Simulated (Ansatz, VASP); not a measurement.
**Two plane-wave programs on InGa3As2**

```xyz
6
Lattice="3.3284 0.0000 0.0000 0.0000 3.3284 0.0000 0.0000 0.0000 11.2980" Properties=species:S:1:pos:R:3 pbc="T T T"
In    0.0000    0.0000    0.0000
Ga    1.6642    1.6642    2.1839
Ga    1.6642    1.6642    5.6490
Ga    1.6642    1.6642    9.1141
As    0.0000    0.0000    3.7303
As    0.0000    0.0000    7.5677
```

Change from the starting cell: species swapped into the Al3Ni2Pt type (P4/mmm, No. 123).

Alike in both runs: functional PBE; k mesh 12 × 12 × 4; occupations gaussian, width 0.1 eV; no spin polarisation.

Ansatz relaxed the structure, and its values are those at the end. VASP's run is a single point on that final structure, the one shown.

```csv
,VASP,Ansatz
version,VASP 6.6.1,Ansatz 0.2.0
potentials or method,"VASP PAW PBE potentials, release 64 (In_d, Ga_d, As), cutoff 520 eV","scalar-relativistic, plane waves, PAW"
valence electrons in the cell,62,82
```

VASP gave:

```
gap on the k mesh at the Fermi level (eV) : none
pressure (GPa)                            : 0.1
rms of the force components (eV/Å)        : 0.006
```

Task: Estimate Ansatz's values.

Result: gap on the k mesh at the Fermi level (eV): none; pressure (GPa): 0.0; rms of the force components (eV/Å): 0.003.

A gap of «none» marks a metal or a gap that the smearing closes. VASP's potentials hold 62 valence electrons a cell and Ansatz's 82, so a difference there can come from the potentials and not from the codes.
